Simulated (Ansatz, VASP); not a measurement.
# One calculation of SnTe, two programs

```
CELL_PARAMETERS angstrom
0.00000 3.20719 3.20719
3.20719 0.00000 3.20719
3.20719 3.20719 0.00000
ATOMIC_POSITIONS crystal
Sn 0.00000 0.00000 0.00000
Te 0.50000 0.50000 0.50000
```

Alike in both runs: task single point; functional PBE; k mesh 6 × 6 × 6; occupations fermi-dirac, width 0.02 eV; no spin polarisation.

|  | VASP | Ansatz |
| --- | --- | --- |
| version | VASP 6.6.1 | Ansatz 0.2.0 |
| potentials or method | VASP PAW PBE potentials, release 64 (Sn_d, Te) | plane waves, PAW |
| plane-wave cutoff (eV) | 500 | 420 |
| valence electrons in the cell | 20 | 30 |

Ansatz gave:

* pressure (GPa): 0.0

Question: Which values does VASP return?

Answer: Pressure (GPa): -0.1.

The functional is the same, so the differences come from potentials, cutoffs and numerics. VASP's potentials hold 20 valence electrons a cell and Ansatz's 30, so a difference there can come from the potentials and not from the codes.

Spin-orbit coupling is off throughout.
